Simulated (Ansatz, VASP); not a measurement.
Given: the input of a run of Ansatz 0.2.0 on LiCl.

The input input.yaml:

```yaml
crystal:
  lattice:
    - [0.0, 2.56477, 2.56477]
    - [2.56477, 0.0, 2.56477]
    - [2.56477, 2.56477, 0.0]
  atoms:
    - { symbol: Cl, position: [0.5, 0.5, 0.5] }
    - { symbol: Li, position: [0.0, 0.0, 0.0] }
kpoints:
  mp_grid: { grid: [9, 9, 9] }
scf:
  occupations: { method: gaussian, width: 0.018 }
hamiltonian:
  xc: pbe
  pseudopotentials: { kind: all_electron, lapw: { basis_error: 0.001 } }
output:
  forces: true
  stress: true
  eigenvalues: true
```

Potentials or basis: all-electron LAPW, scalar-relativistic.

Command:

```sh
$ ansatz run input.yaml --threads 1 --pin off --max-ram 3072MiB --backend cpu --events-out ev --progress --plain --runs-dir out
```

Problem. Translate it to VASP 6.6.1. Potentials there: VASP PAW PBE potentials, release 64 (Cl, Li_sv).

Solution. As run (the cutoff follows the program's own potentials):

INCAR

```
PREC     = Accurate       # precision mode
ENCUT    = 520            # plane-wave cutoff, eV
EDIFF    = 1E-6           # SCF threshold, eV
ISMEAR   = 0              # smearing method
SIGMA    = 0.018000000000000002 # smearing width, eV
LREAL    = F              # projectors in reciprocal space
LASPH    = T              # aspherical terms in the spheres
NELM     = 100            # most SCF steps
ALGO     = Normal         # electronic algorithm
ISIF     = 2              # what is computed and relaxed
LWAVE    = F              # write WAVECAR
LCHARG   = F              # write CHGCAR
GGA      = PE             # functional
NBANDS   = 12             # bands
```

File KPOINTS:

```
regular mesh
0
Gamma
  9 9 9
```

POSCAR

```
LiCl
1.0
    0.0000000000      2.5647700000      2.5647700000
    2.5647700000      0.0000000000      2.5647700000
    2.5647700000      2.5647700000      0.0000000000
Cl Li
1 1
Direct
    0.5000000000      0.5000000000      0.5000000000
    0.0000000000      0.0000000000      0.0000000000
```

Potentials or basis: VASP PAW PBE potentials, release 64 (Cl, Li_sv).

The run is started by

```sh
$ cat potpaw_PBE.64/Cl/POTCAR potpaw_PBE.64/Li_sv/POTCAR > POTCAR
$ mpirun -np 1 vasp_std > vasp.out
```

Both were run:

|  | VASP | Ansatz | Ansatz less VASP |
| --- | --- | --- | --- |
| gap on the k mesh at the Fermi level (eV) | 6.34 | 6.33 | -0.016 |
| least direct gap on the mesh (eV) | 6.34 | 6.33 | -0.016 |

Ansatz ran all-electron here, and VASP with PAW potentials.

Noted on VASP's run: the cutoff is short for stress, so the pressure is rough.
